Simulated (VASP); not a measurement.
Write the native input for VASP 6.6.1 that does the following.

| Property | Result |
| --- | --- |
| Task | relaxation of cell and atoms |
| Functional | PBE |
| Potentials or basis | VASP PAW PBE potentials, release 64 (Na_pv, Cl) |
| Cutoff | 600 eV |
| k mesh | 6 × 6 × 6 |
| Occupations | gaussian, width 0.02 eV |
| Spin | no spin polarisation |
| Dipole correction | no |
| Further INCAR settings | ALGO = Normal; EDIFF = 1e-06; IBRION = 2; EDIFFG = -0.01; NSW = 100; ISIF = 3 |

The structure of NaCl lies in POSCAR:

```
NaCl
1.0
    2.0126945388      1.1620297338      3.2928303853
   -2.0126945388      1.1620297338      3.2928303853
    0.0000000000     -2.3240594675      3.2928303853
Na Cl
1 1
Direct
    0.0000000000      0.0000000000      0.0000000000
    0.5000000000      0.5000000000      0.5000000000
```

One way to write it, as run:

INCAR

```
PREC     = Accurate       # precision mode
ENCUT    = 600            # plane-wave cutoff, eV
EDIFF    = 1E-6           # SCF threshold, eV
ISMEAR   = 0              # smearing method
SIGMA    = 0.02           # smearing width, eV
LREAL    = False          # projectors in reciprocal space
LASPH    = True           # aspherical terms in the spheres
NELM     = 100            # most SCF steps
ALGO     = Normal         # electronic algorithm
ISIF     = 3              # what is computed and relaxed
LWAVE    = False          # write WAVECAR
LCHARG   = False          # write CHGCAR
GGA      = PE             # functional
IBRION   = 2              # ionic algorithm
NSW      = 100            # ionic steps
EDIFFG   = -0.01          # ionic threshold
```

KPOINTS

```
regular mesh
0
Gamma
  6 6 6
```

Potentials or basis: VASP PAW PBE potentials, release 64 (Na_pv, Cl).

Run with:

```sh
$ cat potpaw_PBE.64/Na_pv/POTCAR potpaw_PBE.64/Cl/POTCAR > POTCAR
$ mpirun -np 1 vasp_std > vasp.out
```

Results of the run:

* Pressure after relaxing: 0.0 GPa
* Band gap on the k mesh: 4.99 eV

Wall time 22 s on 1 thread of Intel Xeon 8259CL (shared host), peak memory 0.17 GiB.
